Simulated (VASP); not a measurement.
# Ca (I4/mmm) in VASP: notebook, part 2 of 2

VASP 6.6.1. The steps go on from the part before.

## (4) Relaxation of cell and atoms, PBE, target pressure 1 GPa, at which the enthalpy is minimised

This run uses another cell than the first one, of 41.72 Å³/atom.

Input file INCAR:

```
ALGO     = Normal         # electronic algorithm
EDIFF    = 1E-6           # SCF threshold, eV
EDIFFG   = -0.008         # ionic threshold
ENCUT    = 600            # plane-wave cutoff, eV
GGA      = PE             # functional
IBRION   = 2              # ionic algorithm
ISIF     = 3              # what is computed and relaxed
ISMEAR   = 0              # smearing method
LASPH    = T              # aspherical terms in the spheres
LCHARG   = F              # write CHGCAR
LREAL    = F              # projectors in reciprocal space
LWAVE    = F              # write WAVECAR
NELM     = 60             # most SCF steps
NSW      = 70             # ionic steps
PREC     = Accurate       # precision mode
PSTRESS  = 10.0         
SIGMA    = 0.1            # smearing width, eV
```

Input file KPOINTS:

```
k-points
0
Gamma
  14 14 14
```

Input file POSCAR:

```
Ca
1.0
   -2.1885307358      2.1885307358      2.1778123808
    2.1885307358     -2.1885307358      2.1778123808
    2.1885307358      2.1885307358     -2.1778123808
Ca
1
Direct
    0.5000000000      0.5000000000      0.0000000000
```

Potentials or basis: VASP PAW PBE potentials, release 64 (Ca_sv).

The run is started by

```console
cat potpaw_PBE.64/Ca_sv/POTCAR > POTCAR
mpirun -np 1 vasp_std > vasp.out
```

OUTCAR:

```text
EDIFF = 1E-6
   EDIFFG = -0.008
   ENCUT = 600
   GGA = PE
   IBRION = 2
   ISIF = 3
   ISMEAR = 0
   LASPH = T
   LREAL = F
   NELM = 60
   NSW = 70
   PREC = Accurate
   PSTRESS = 10.0

 ion  position               nearest neighbor table
   1  0.500  0.500  0.000-

  LATTYP: Found a body centered tetragonal cell.
 ALAT       =     4.3770614716
 C/A-ratio  =     0.9951024882

  Lattice vectors:

 A1 = (  -2.1885307358,   2.1885307358,   2.1778123808)
 A2 = (   2.1885307358,  -2.1885307358,   2.1778123808)
 A3 = (   2.1885307358,   2.1885307358,  -2.1778123808)

Analysis of symmetry for initial positions (statically):
=====================================================================
 Subroutine PRICEL returns:
 Original cell was already a primitive cell.

 Routine SETGRP: Setting up the symmetry group for a
 body centered tetragonal supercell.

 Subroutine GETGRP returns: Found 16 space group operations
 (whereof 16 operations were pure point group operations)
 out of a pool of 16 trial point group operations.

The static configuration has the point symmetry D_4h.

Analysis of symmetry for dynamics (positions and initial velocities):
[... 169 lines left out ...]
  in kB        2.0070896      2.0070896      1.8205625      0.0000000      0.0000000      0.0000000
  external PRESSURE =      -8.0550861 kB  Pullay stress =      10.0000000 kB
[... 61 lines left out ...]
--------------------------------------- Ionic step        3  -------------------------------------------

 number of electron       9.9999999 magnetization

 Free energy of the ion-electron system (eV)
  ---------------------------------------------------
  ext. energy  EPLUGINS =         0.00000000
  ---------------------------------------------------
  free energy    TOTEN  =        -1.90981084 eV

  energy without entropy =       -1.90175536  energy(sigma->0) =       -1.90578310

 E-fermi :   2.2500     XC(G=0):  -7.9076

 val. band max:        2.2444475670   @ k =   0.5000   0.5000   0.0714
 cond. band min:       2.2524101749   @ k =   0.5000   0.5000   0.0000
 fundamental gap:      0.0079626079
 Fermi energy:         2.2499531793

 k-point     1 :       0.0000    0.0000    0.0000
  band No.  band energies     occupation
      1     -39.6832      2.00000
      2     -20.5923      2.00000
      3     -20.5910      2.00000
      4     -20.5910      2.00000
      5      -1.9330      2.00000
      6       4.5999      0.00000
      7       4.6248      0.00000
      8       4.6248      0.00000
      9       5.7151      0.00000
[... 265 lines left out ...]
 k-point    24 :       0.2857    0.1429    0.0000
  band No.  band energies     occupation
      1     -39.6663      2.00000
      2     -20.7296      2.00000
      3     -20.6438      2.00000
      4     -20.6026      2.00000
      5       0.4485      2.00000
      6       3.0706      0.00000
      7       3.6251      0.00000
      8       5.5337      0.00000
      9       6.0025      0.00000

 [... further k-points ...]

------------------------ aborting loop because EDIFF is reached ----------------------------------------

  FORCE on cell =-STRESS in cart. coord.  units (eV):
  Direction    XX          YY          ZZ          XY          YZ          ZX
  --------------------------------------------------------------------------------------
  -------------------------------------------------------------------------------------
  Total        0.2470033      0.2470033      0.2421326      0.0000000     -0.0000000     -0.0000000
  in kB        9.9162751      9.9162751      9.7207357      0.0000000     -0.0000000     -0.0000000
  external PRESSURE =      -0.1489047 kB  Pullay stress =      10.0000000 kB
[... 20 lines left out ...]
  energy  without entropy=       -1.9017553650  energy(sigma->0) =       -1.90578310

  enthalpy is  TOTEN    =        -1.6607220801 eV   P V=        0.2490887590

 reached required accuracy - stopping structural energy minimisation
```

OSZICAR:

```text
N       E                     dE             d eps       ncg     rms          rms(c)
DAV:   1     0.697075169224E+02    0.69708E+02   -0.58109E+03  4392   0.110E+03
DAV:   2     0.100329675851E+01   -0.68704E+02   -0.68398E+02  4494   0.241E+02
[... 25 lines left out ...]
DAV:   4    -0.190949207800E+01   -0.93408E-04   -0.16451E-03  5078   0.512E-01    0.541E-02
DAV:   5    -0.190980849684E+01   -0.31642E-03   -0.62679E-04  6787   0.124E-01    0.211E-02
DAV:   6    -0.190981376872E+01   -0.52719E-05   -0.17330E-05  6999   0.305E-02    0.798E-03
DAV:   7    -0.190981181742E+01    0.19513E-05   -0.11001E-05  7029   0.314E-02    0.123E-02
DAV:   8    -0.190981077951E+01    0.10379E-05   -0.39261E-06  5873   0.242E-02    0.544E-04
DAV:   9    -0.190981083911E+01   -0.59592E-07   -0.48014E-08  2303   0.199E-03
   3 F= -.16607221E+01 E0= -.16566943E+01  d E =-.477818E-02
```

Run time: 87 s. Hardware: 1 thread of Intel Xeon 6975P-C (Granite Rapids), shared host; peak memory 0.27 GiB.

What came out:

* Free energy: -1.9098 eV
* Relaxed volume: 39.91 Å³/atom
* Relaxed cell: a = 3.729 Å, b = 3.729 Å, c = 3.729 Å, α = 109.33°, β = 109.33°, γ = 109.75°
* Space group after relaxing (to 0.1 Å): Im-3m (No. 229)
* Energy change on relaxing (the run minimises the enthalpy): +6.6 meV/atom
* Ionic steps: 3
* Pressure after relaxing: 1.0 GPa
* Band gap on the k mesh: zero (bands 5 and 6 overlap by 0.28 eV)

Step by step:
| step | energy change (eV) | largest force (eV/Å) | pressure (GPa) | volume (Å³) |
| --- | --- | --- | --- | --- |
| 1 | 0.0000 | 0.0000 | 0.19 | 41.72 |
| 2 | 0.0036 | 0.0000 | 0.73 | 40.47 |
| 3 | 0.0066 | 0.0000 | 0.99 | 39.91 |

Final structure:
```
CELL_PARAMETERS angstrom
-2.15656 2.15656 2.14526
2.15656 -2.15656 2.14526
2.15656 2.15656 -2.14526
ATOMIC_POSITIONS crystal
Ca 0.50000 0.50000 0.00000
```

Levels at points of the mesh, in eV from the Fermi level:
```csv
k point,band 3,band 4,band 5,band 6,band 7,band 8
"(0.00, 0.00, 0.00)",-22.84,-22.84,-4.18,2.35,2.37,2.37
"(0.50, 0.00, 0.00)",-22.90,-22.84,-0.94,0.02,1.33,3.40
"(0.50, 0.50, 0.00)",-22.90,-22.84,-0.96,0.00,1.36,3.37
"(0.50, 0.50, 0.50)",-22.96,-22.96,-0.04,-0.02,4.12,4.12
```

Caveat: the cell is relaxed towards a set pressure, so the run minimises the enthalpy, not the energy.

## (5) Summary

```csv
task,cell,cutoff (eV),gap on the mesh (eV),pressure (GPa)
single point,"a = 3.797 Å, angles 109.3, 109.3, 109.7°, 1 atom",520,none,0.0
relaxation of cell and atoms,"relaxed from a = 3.814 Å, angles 109.4, 109.4, 109.7°, 1 atom",600,none,0.0
relaxation of cell and atoms,"relaxed to 1 GPa from a = 3.784 Å, angles 109.3, 109.3, 109.7°, 1 atom",600,none,1.0
```

Alike in all rows: level PBE; potentials or basis VASP PAW PBE potentials, release 64 (Ca_sv); no spin polarisation; k mesh 14 × 14 × 14; smearing gaussian 0.1 eV.

Caveats: the cell is relaxed towards a set pressure, so the run minimises the enthalpy, not the energy (at least some runs).

Total energies depend on the potentials used, so only differences within one code and one set of settings carry meaning.
